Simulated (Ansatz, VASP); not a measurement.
# One calculation of Ca, two programs

The input INCAR:

```
  PREC = Accurate
  ENCUT = 520
  EDIFF = 1E-7
  ISMEAR = 0
  SIGMA = 0.15
  LREAL = False
  LASPH = True
  NELM = 80
  ALGO = Fast
  ISIF = 2
  LWAVE = False
  LCHARG = False
  GGA = PS
  NBANDS = 11
```

Contents of KPOINTS:

```
Automatic mesh
0
Gamma
  16 16 16
```

POSCAR

```
Ca
1.0
   -2.1699536458      2.1699536458      2.3869490104
    2.1699536458     -2.1699536458      2.3869490104
    2.1699536458      2.1699536458     -2.3869490104
Ca
1
Direct
    0.0000000000      0.0000000000      0.0000000000
```

Input for Ansatz:

```yaml
crystal:
  lattice:
    - [-2.1699536458, 2.1699536458, 2.3869490104]
    - [2.1699536458, -2.1699536458, 2.3869490104]
    - [2.1699536458, 2.1699536458, -2.3869490104]
  atoms:
    - { symbol: Ca, position: [0.0, 0.0, 0.0] }
basis:
  ecutwfc: 420
kpoints:
  mp_grid: { grid: [16, 16, 16] }
hamiltonian:
  xc: pbesol
scf:
  occupations: { method: gaussian, width: 0.15 }
output:
  forces: true
  stress: true
  eigenvalues: true
```

Alike in both runs: task single point; functional PBEsol; k mesh 16 × 16 × 16; occupations gaussian, width 0.15 eV; no spin polarisation.

```csv
,VASP,Ansatz
version,VASP 6.6.1,Ansatz 0.2.0
potentials or method,"VASP PAW PBE potentials, release 64 (Ca_sv), cutoff 520 eV","scalar-relativistic, plane waves, PAW"
valence electrons in the cell,10,10
```

```tsv
	VASP	Ansatz	Ansatz less VASP
gap on the k mesh at the Fermi level (eV)	none	none	-
pressure (GPa)	-1.6	-1.6	-0.01
traceless stress, the component that is largest in VASP (GPa)	0.15	0.15	0.000
```

VASP's potentials were made for PBE, not for PBEsol. A gap of «none» marks a metal or a gap that the smearing closes.
